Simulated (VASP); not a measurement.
# CO2 (Pa-3) in VASP: single point with PBE

Aim: the single point of CO2 with PBE.

All numbers are computed with VASP 6.6.1; they aren't measurements. Logs are shortened: lines on timing, memory, paths and dates and some standing lists are left out, and cuts for length are marked.

## 1. The cell of the first run

The structure is cubic, space group Pa-3 (No. 205). Conventional cell: a = 6.037 Å, b = 6.037 Å, c = 6.037 Å, α = 90.00°, β = 90.00°, γ = 90.00°. Within 1.6 Å of C (site symmetry -3) lie 2 O at 1.17 Å. O (site symmetry 3) has 1 C at 1.17 Å within 1.6 Å.

## 2. Single point, PBE

INCAR reads:

```
SYSTEM = CO2
  PREC = Accurate
  ENCUT = 910
  EDIFF = 1E-6
  ISMEAR = 0
  SIGMA = 0.02
  LREAL = .False.
  LASPH = .True.
  NELM = 120
  ALGO = Normal
  ISIF = 2
  LWAVE = .False.
  LCHARG = .True.
  GGA = PE
  LELF = .True.
  LVHAR = .True.
  NBANDS = 44
  GGA_COMPAT = .False.
```

KPOINTS reads:

```
Automatic mesh
0
Gamma
  4 4 4
  0 0 0
```

POSCAR reads:

```
CO2
1.0
    6.0374685813      0.0000000000      0.0000000000
    0.0000000000      6.0374685813      0.0000000000
    0.0000000000      0.0000000000      6.0374685813
C O
4 8
Direct
    0.0000000000      0.0000000000      0.0000000000
    0.5000000000      0.0000000000      0.5000000000
    0.5000000000      0.5000000000      0.0000000000
    0.0000000000      0.5000000000      0.5000000000
    0.1118537011      0.1118537011      0.1118537011
    0.3881462989      0.8881462989      0.6118537011
    0.6118537011      0.3881462989      0.8881462989
    0.8881462989      0.6118537011      0.3881462989
    0.8881462989      0.8881462989      0.8881462989
    0.6118537011      0.1118537011      0.3881462989
    0.3881462989      0.6118537011      0.1118537011
    0.1118537011      0.3881462989      0.6118537011
```

Potentials or basis: VASP PAW PBE potentials, release 64 (C_h, O_h).

Started as:

```sh
$ cat potpaw_PBE.64/C_h/POTCAR potpaw_PBE.64/O_h/POTCAR > POTCAR
$ mpirun -np 1 vasp_std > vasp.out
```

OUTCAR:

```text
SYSTEM = CO2
   PREC = Accurate
   ENCUT = 910
   EDIFF = 1E-6
   ISMEAR = 0
   LREAL = .False.
   LASPH = .True.
   NELM = 120
   ISIF = 2
   GGA = PE

 ion  position               nearest neighbor table
   1  0.000  0.000  0.000-   5 1.17   9 1.17
   2  0.500  0.000  0.500-   6 1.17  10 1.17
   3  0.500  0.500  0.000-   7 1.17  11 1.17
   4  0.000  0.500  0.500-   8 1.17  12 1.17
   5  0.112  0.112  0.112-   1 1.17
   6  0.388  0.888  0.612-   2 1.17
   7  0.612  0.388  0.888-   3 1.17
   8  0.888  0.612  0.388-   4 1.17
   9  0.888  0.888  0.888-   1 1.17
  10  0.612  0.112  0.388-   2 1.17
  11  0.388  0.612  0.112-   3 1.17
  12  0.112  0.388  0.612-   4 1.17

  LATTYP: Found a simple cubic cell.
 ALAT       =     6.0374685813

  Lattice vectors:

 A1 = (   6.0374685813,   0.0000000000,   0.0000000000)
 A2 = (   0.0000000000,   6.0374685813,   0.0000000000)
 A3 = (   0.0000000000,   0.0000000000,   6.0374685813)

Analysis of symmetry for initial positions (statically):
=====================================================================
 Subroutine PRICEL returns:
 Original cell was already a primitive cell.

 Routine SETGRP: Setting up the symmetry group for a
 simple cubic supercell.

 Subroutine GETGRP returns: Found 24 space group operations
 (whereof  6 operations were pure point group operations)
 out of a pool of 48 trial point group operations.

The static configuration has the point symmetry S_6 .
 The point group associated with its full space group is T_h .

Analysis of symmetry for dynamics (positions and initial velocities):
=====================================================================
 Subroutine PRICEL returns:
 Original cell was already a primitive cell.

 Routine SETGRP: Setting up the symmetry group for a
 simple cubic supercell.

 Subroutine GETGRP returns: Found 24 space group operations
 (whereof  6 operations were pure point group operations)
 out of a pool of 48 trial point group operations.

The dynamic configuration has the point symmetry S_6 .
 The point group associated with its full space group is T_h .

 Subroutine INISYM returns: Found 24 space group operations
 (whereof  6 operations are pure point group operations),
 and found     1 'primitive' translations

----------------------------------------------------------------------------------------

                                     Primitive cell

  volume of cell :     220.0719

  direct lattice vectors                    reciprocal lattice vectors
     6.037468581  0.000000000  0.000000000     0.165632332  0.000000000  0.000000000
     0.000000000  6.037468581  0.000000000     0.000000000  0.165632332  0.000000000
     0.000000000  0.000000000  6.037468581     0.000000000  0.000000000  0.165632332

  length of vectors
     6.037468581  6.037468581  6.037468581     0.165632332  0.165632332  0.165632332

  position of ions in fractional coordinates (direct lattice)
     0.000000000  0.000000000  0.000000000
     0.500000000  0.000000000  0.500000000
     0.500000000  0.500000000  0.000000000
     0.000000000  0.500000000  0.500000000
     0.111853701  0.111853701  0.111853701
     0.388146299  0.888146299  0.611853701
     0.611853701  0.388146299  0.888146299
     0.888146299  0.611853701  0.388146299
     0.888146299  0.888146299  0.888146299
     0.611853701  0.111853701  0.388146299
     0.388146299  0.611853701  0.111853701
     0.111853701  0.388146299  0.611853701

  ion indices of the primitive-cell ions
   primitive index   ion index
                 1           1
                 2           2
                 3           3
                 4           4
                 5           5
                 6           6
                 7           7
                 8           8
                 9           9
                10          10
                11          11
                12          12

----------------------------------------------------------------------------------------

 KPOINTS: Automatic mesh

Automatic generation of k-mesh.
 Grid dimensions read from file:
 generate k-points for:    4    4    4

 Generating k-lattice:

  Cartesian coordinates                     Fractional coordinates (reciprocal lattice)
     0.041408083  0.000000000  0.000000000     0.250000000  0.000000000  0.000000000
     0.000000000  0.041408083  0.000000000     0.000000000  0.250000000  0.000000000
     0.000000000  0.000000000  0.041408083     0.000000000  0.000000000  0.250000000

  Length of vectors
     0.041408083  0.041408083  0.041408083

  Shift w.r.t. Gamma in fractional coordinates (k-lattice)
     0.000000000  0.000000000  0.000000000

 Subroutine IBZKPT returns following result:
 ===========================================

 Found     11 irreducible k-points:

 Following reciprocal coordinates:
            Coordinates               Weight
  0.000000  0.000000  0.000000      1.000000
  0.250000  0.000000  0.000000      6.000000
  0.500000  0.000000  0.000000      3.000000
  0.250000  0.250000  0.000000     12.000000
  0.500000  0.250000  0.000000      6.000000
 -0.250000  0.500000  0.000000      6.000000
  0.500000  0.500000  0.000000      3.000000
  0.250000  0.250000  0.250000      8.000000
  0.500000  0.250000  0.250000     12.000000
  0.500000  0.500000  0.250000      6.000000
  0.500000  0.500000  0.500000      1.000000
   k-points           NKPTS =     11   k-points in BZ     NKDIM =     11   number of bands    NBANDS=     44
   number of dos      NEDOS =    301   number of ions     NIONS =     12
   total plane-waves  NPLWV = 216000
   dimension x,y,z NGX =    60 NGY =   60 NGZ =   60
   dimension x,y,z NGXF=   120 NGYF=  120 NGZF=  120
   ions per type =               4   8
   NGX,Y,Z   is equivalent  to a cutoff of  16.52, 16.52, 16.52 a.u.
   NGXF,Y,Z  is equivalent  to a cutoff of  33.04, 33.04, 33.04 a.u.
 SYSTEM =  CO2
   PREC   = accura    normal or accurate (medium, high low for compatibility)
   ISTART =      0    job   : 0-new  1-cont  2-samecut
   ICHARG =      2    charge: 1-file 2-atom 10-const
   ISPIN  =      1    spin polarized calculation?
   LNONCOLLINEAR =      F non collinear calculations
   LSORBIT =      F    spin-orbit coupling
   LASPH  =      T    aspherical Exc in radial PAW
   ENCUT  =  910.0 eV  66.88 Ry    8.18 a.u.  14.85 14.85 14.85*2*pi/ulx,y,z
   NELM   =    120;   NELMIN=  2; NELMDL= -5     # of ELM steps
   EDIFF  = 0.1E-05   stopping-criterion for ELM
   LREAL  =      F    real-space projection
   EDIFFG = 0.1E-04   stopping-criterion for IOM
   NSW    =      0    number of steps for IOM
   IBRION =     -1    ionic relax: 0-MD 1-quasi-New 2-CG
   NFREE  =      0    steps in history (QN), initial steepest desc. (CG)
   ISIF   =      2    stress and relaxation
   ISYM   =      2    0-nonsym 1-usesym 2-fastsym
   POTIM  = 0.5000    time-step for ionic-motion
   TEBEG  =    0.0;   TEEND  =   0.0 temperature during run
   PSTRESS=    0.0 pullay stress
   NELECT =      64.0000    total number of electrons
   NUPDOWN=      -1.0000    fix difference up-down
   EMIN   =  10.00;   EMAX   =-10.00  energy-range for DOS
   EFERMI =   0.00;   METHOD = LEGACY
   ISMEAR =     0;   SIGMA  =   0.02  broadening in eV -4-tet -1-fermi 0-gaus
   EFERMI_NEDOS =   21; number of points for ismear=-14 and -15
   IALGO  =     38    algorithm
   IMIX   =      4    mixing-type and parameters
     AMIX     =   0.40;   BMIX     =  1.00
     AMIX_MAG =   1.60;   BMIX_MAG =  1.00
  volume/ion in A,a.u.               =      18.34       123.76
  Fermi-wavevector in a.u.,A,eV,Ry     =   1.084626  2.049646 16.006073  1.176413
  Thomas-Fermi vector in A             =   2.220720
   LORBIT       =      0    0 simple, 1 ext, 2 COOP (PROOUT), +10 PAW based schemes
   GGA     = PE    functional components
   LHFCALC =     F    Hartree Fock is set to
   AEXX    =    0.0000 exact exchange contribution
   IVDW    =     0    specifies the selected vdW correction
   LEPSILON=     F    determine dielectric tensor
   LRPA    =     F    only Hartree local field effects (RPA)
 non-spin polarized calculation
 Gauss-broadening in eV      SIGMA  =   0.02
  energy-cutoff  :      910.00
  volume of cell :      220.07
 maximum number of plane-waves:     13780
   NGX = 29   NGY = 29   NGZ = 29

 number of electron      63.9999978 magnetization

 Free energy of the ion-electron system (eV)
  ---------------------------------------------------
  ext. energy  EPLUGINS =         0.00000000
  ---------------------------------------------------
  free energy    TOTEN  =       -93.32630664 eV

  energy without entropy =      -93.32630664  energy(sigma->0) =      -93.32630664

 E-fermi :  -4.2167     XC(G=0):  -6.9314

 val. band max:       -4.3672558039   @ k =   0.0000   0.0000   0.0000
 cond. band min:       2.2727631926   @ k =   0.0000   0.0000   0.0000
 fundamental gap:      6.6400189965
 Fermi energy:        -4.2166922679

 k-point     1 :       0.0000    0.0000    0.0000
  band No.  band energies     occupation
      1     -24.6512      2.00000
      2     -24.5597      2.00000
      3     -24.5597      2.00000
      4     -24.5597      2.00000
      5     -23.5936      2.00000
      6     -23.5936      2.00000
[... 36 lines left out ...]
     43       5.9473      0.00000
     44       5.9473      0.00000

 k-point     2 :       0.2500    0.0000    0.0000
  band No.  band energies     occupation
      1     -24.6382      2.00000
      2     -24.5735      2.00000
      3     -24.5597      2.00000
      4     -24.5597      2.00000
      5     -23.5933      2.00000
      6     -23.5933      2.00000
[... 415 lines left out ...]
 k-point    11 :       0.5000    0.5000    0.5000
  band No.  band energies     occupation
      1     -24.5823      2.00000
      2     -24.5823      2.00000
      3     -24.5823      2.00000
      4     -24.5823      2.00000
      5     -23.5885      2.00000
      6     -23.5885      2.00000
[... 36 lines left out ...]
     43       4.8949      0.00000
     44       4.8949      0.00000

------------------------ aborting loop because EDIFF is reached ----------------------------------------

  FORCE on cell =-STRESS in cart. coord.  units (eV):
  Direction    XX          YY          ZZ          XY          YZ          ZX
  --------------------------------------------------------------------------------------
  -------------------------------------------------------------------------------------
  Total       -0.4023583     -0.4023583     -0.4023583     -0.0000000      0.0000000     -0.0000000
  in kB       -2.9292663     -2.9292663     -2.9292663     -0.0000000      0.0000000     -0.0000000
  external PRESSURE =      -2.9292663 kB  Pullay stress =       0.0000000 kB

 VOLUME and BASIS-vectors are now :
 -----------------------------------------------------------------------------
  energy-cutoff  :      910.00
  volume of cell :      220.07
      direct lattice vectors                 reciprocal lattice vectors
     6.037468581  0.000000000  0.000000000     0.165632332  0.000000000  0.000000000
     0.000000000  6.037468581  0.000000000     0.000000000  0.165632332  0.000000000
     0.000000000  0.000000000  6.037468581     0.000000000  0.000000000  0.165632332

 POSITION                                       TOTAL-FORCE (eV/Angst)
 -----------------------------------------------------------------------------------
      0.00000      0.00000      0.00000         0.000000      0.000000      0.000000
      3.01873      0.00000      3.01873         0.000000      0.000000      0.000000
      3.01873      3.01873      0.00000         0.000000      0.000000      0.000000
      0.00000      3.01873      3.01873         0.000000      0.000000      0.000000
      0.67531      0.67531      0.67531         0.011261      0.011261      0.011261
      2.34342      5.36216      3.69405        -0.011261     -0.011261      0.011261
      3.69405      2.34342      5.36216         0.011261     -0.011261     -0.011261
      5.36216      3.69405      2.34342        -0.011261      0.011261     -0.011261
      5.36216      5.36216      5.36216        -0.011261     -0.011261     -0.011261
      3.69405      0.67531      2.34342         0.011261      0.011261     -0.011261
      2.34342      3.69405      0.67531        -0.011261      0.011261      0.011261
      0.67531      2.34342      3.69405         0.011261     -0.011261      0.011261
 -----------------------------------------------------------------------------------
    total drift:                                0.000000     -0.000000      0.000000

  FREE ENERGIE OF THE ION-ELECTRON SYSTEM (eV)
  ---------------------------------------------------
  free  energy   TOTEN  =       -93.3263066416 eV

  energy  without entropy=      -93.3263066416  energy(sigma->0) =      -93.32630664
```

Run time: 3.3 min. Hardware: 1 thread of Intel Xeon Platinum 8488C (Sapphire Rapids), shared host; peak memory 0.58 GiB.

What came out:

| Quantity | Value |
| --- | --- |
| Free energy | -93.3263 eV |
| Pressure | -0.3 GPa |
| Largest force | 0.020 eV/Å |
| Band gap on the k mesh | 6.64 eV |

Forces on the atoms (eV/Å):
```
C    0.000  0.000  0.000
C    0.000  0.000  0.000
C    0.000  0.000  0.000
C    0.000  0.000  0.000
O    0.011  0.011  0.011
O   -0.011 -0.011  0.011
O    0.011 -0.011 -0.011
O   -0.011  0.011 -0.011
O   -0.011 -0.011 -0.011
O    0.011  0.011 -0.011
O   -0.011  0.011  0.011
O    0.011 -0.011  0.011
```

Levels at points of the mesh, in eV from the valence-band top:
```
           k point  band 28  band 29  band 30  band 31  band 32  band 33  band 34  band 35  band 36  band 37
(0.00, 0.00, 0.00)    -0.11    -0.11    -0.11     0.00     0.00     6.64     8.23     8.23     8.23     8.38
(0.50, 0.00, 0.00)    -0.20    -0.17    -0.17    -0.05    -0.05     7.94     7.94     8.17     8.17     8.39
(0.50, 0.50, 0.00)    -0.19    -0.17    -0.17    -0.17    -0.17     8.14     8.14     8.14     8.14     8.65
(0.50, 0.50, 0.50)    -0.18    -0.18    -0.18    -0.18    -0.18     8.19     8.19     8.19     8.19     8.80
```

Caveat: this functional lacks dispersion, which holds the molecules together, so the pressure and a relaxed volume are unreliable.
